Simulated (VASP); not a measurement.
Set up this calculation in VASP 6.6.1, as the native input.

```yaml
Task: single point
Functional: PBEsol
Potentials_or_basis: VASP PAW PBE potentials, release 64 (W_sv)
Cutoff: 500 eV
k_mesh: 6 × 6 × 4
Occupations: gaussian, width 0.1 eV
Spin: no spin polarisation
Dipole_correction: no
Further_INCAR_settings: ALGO = Normal; EDIFF = 1e-06; NBANDS = 21
```

The structure of W lies in POSCAR:

```
W
1.0
    2.7516386336      0.0000000000      0.0000000000
   -1.3758193168      2.3829889587      0.0000000000
    0.0000000000      0.0000000000      4.8955517402
W
2
Direct
    0.3333333333      0.6666666667      0.2500000000
    0.6666666667      0.3333333333      0.7500000000
```

The input as run:

INCAR

```
SYSTEM = W
PREC = Accurate
ENCUT = 500
EDIFF = 1E-6
ISMEAR = 0
SIGMA = 0.1
LREAL = .FALSE.
LASPH = .TRUE.
NELM = 120
ALGO = Normal
ISIF = 2
LWAVE = .FALSE.
LCHARG = .TRUE.
GGA = PS
LELF = .TRUE.
LVHAR = .TRUE.
NBANDS = 21
GGA_COMPAT = .FALSE.
```

KPOINTS

```
Automatic mesh
0
G
  6 6 4
  0 0 0
```

Potentials or basis: VASP PAW PBE potentials, release 64 (W_sv).

Launch:

```console
$ cat potpaw_PBE.64/W_sv/POTCAR > POTCAR
$ mpirun -np 1 vasp_std > vasp.out
```

Results of the run:

| Item | Value |
| --- | --- |
| Pressure | 1.8 GPa |
| Band gap on the k mesh | zero (band 14 reaches 12.06 eV, above the bottom of band 15 at 10.28 eV) |

Caveat: the k points lie up to 0.44 Å⁻¹ apart; the PAW data sets were made with another functional, which shifts forces and pressure a little; spin-orbit coupling is left out, which moves the levels of the heavy elements.

It used 21 s of CPU time on 1 thread of Intel Xeon 8259CL (shared host).
